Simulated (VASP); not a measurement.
A run of VASP 6.6.1 is set up as follows.

File INCAR:

```
  PREC = Accurate
  ENCUT = 520
  EDIFF = 1E-7
  ISMEAR = -1
  SIGMA = 0.05
  LREAL = F
  LASPH = T
  NELM = 60
  ALGO = Normal
  ISIF = 2
  LWAVE = F
  LCHARG = F
  GGA = CA
  NBANDS = 16
```

File KPOINTS:

```
regular mesh
0
Gamma
  6 6 6
```

File POSCAR:

```
GaP
1.0
    0.0000000000      2.6759133327      2.6759133327
    2.6759133327      0.0000000000      2.6759133327
    2.6759133327      2.6759133327      0.0000000000
Ga P
1 1
Direct
    0.0000000000      0.0000000000      0.0000000000
    0.2500000000      0.2500000000      0.2500000000
```

Potentials or basis: VASP PAW LDA potentials, release 64 (Ga_d, P).

Launch:

```sh
$ cat potpaw_LDA.64/Ga_d/POTCAR potpaw_LDA.64/P/POTCAR > POTCAR
$ mpirun -np 1 vasp_std > vasp.out
```

(1) What does it give for the band gap on the k mesh?

(2) Predict the pressure.

Answers

(1) 1.38 eV, indirect (least direct gap 2.09 eV).

(2) 2.3 GPa.

**The experiment to reproduce.**

From “Stacking defects in GaP nanowires: Electronic structure and optical properties”, 2018, arxiv:1810.01194, for a bulk crystal of GaP at 10 K: band gap 2.34 eV (indirect).

Measured gap of GaP: 2.34 eV (indirect; 10 K; quoted in “Stacking defects in GaP nanowires: Electronic structure and optical properties”, 2018, arxiv:1810.01194). This calculation gives 1.38 eV (-0.96 eV). Spin-orbit coupling on Ga is left out. The value is that of LDA on a finite k mesh, which can miss the band edges, without temperature or zero-point motion. Semilocal functionals fall short of measured gaps as a rule.
